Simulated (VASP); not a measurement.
Sc3SiSn, 5 atoms in the cell. The typed cell holds 5 atoms: a = 4.668 Å, b = 4.568 Å, c = 4.782 Å, α = 91.08°, β = 89.80°, γ = 90.10°. 

```yaml
Program: VASP 6.6.1
Task: single point
Functional: r2SCAN
Potentials_or_basis: VASP PAW PBE potentials, release 64 (Sc_sv, Sn_d, Si)
Cutoff: 520 eV
k_mesh: 4 × 4 × 4, shifted
Occupations: methfessel-paxton, width 0.0418 eV
Spin: no spin polarisation
Dipole_correction: no
Further_INCAR_settings: ALGO = Normal; EDIFF = 1e-06; NBANDS = 34
```

Potentials or basis: VASP PAW PBE potentials, release 64 (Sc_sv, Sn_d, Si).

The run is started by

```sh
$ cat potpaw_PBE.64/Sc_sv/POTCAR potpaw_PBE.64/Sn_d/POTCAR potpaw_PBE.64/Si/POTCAR > POTCAR
$ cp INCAR.step1 INCAR
$ mpirun -np 1 vasp_std > vasp.out
$ cp INCAR.step2 INCAR
$ mpirun -np 1 vasp_std > vasp.out
```

Hardware: 1 thread of Intel(R) Xeon(R) Platinum 8488C (Sapphire Rapids), with other jobs on the host.

Task: How long does it take, and how much memory?

Result: Run time: 3.6 min on 1 thread of Intel(R) Xeon(R) Platinum 8488C (Sapphire Rapids), with other jobs on the host, peak memory 0.27 GiB. Counts: k points 32.
